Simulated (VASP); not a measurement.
Li: single point with RPBE

Crystal: Li.

```
Li
1.0
     3.11100    0.00000    0.00000
    -1.55550    2.69421    0.00000
     0.00000    0.00000    5.09300
Li
2
Direct
  0.33333 0.66667 0.25000
  0.66667 0.33333 0.75000
```

| Item | Value |
| --- | --- |
| Program | VASP 6.6.1 |
| Task | single point |
| Functional | RPBE |
| Potentials or basis | VASP PAW PBE potentials, release 64 (Li_sv) |
| Cutoff | 520 eV |
| k mesh | 9 × 9 × 5 |
| Occupations | fermi-dirac, width 0.05 eV |
| Spin | no spin polarisation |

```json
{
 "Band gap on the k mesh": "zero (band 3 reaches 2.67 eV, above the bottom of band 4 at -1.39 eV)"
}
```

Levels at points of the mesh, in eV from the Fermi level:
| k point | band 1 | band 2 | band 3 | band 4 | band 5 | band 6 |
| --- | --- | --- | --- | --- | --- | --- |
| (0.00, 0.00, 0.00) | -46.86 | -46.84 | -3.55 | -0.06 | 2.70 | 12.15 |

Wall time 20 s on 1 thread of AMD EPYC 7R13 (shared host), peak memory 0.12 GiB.
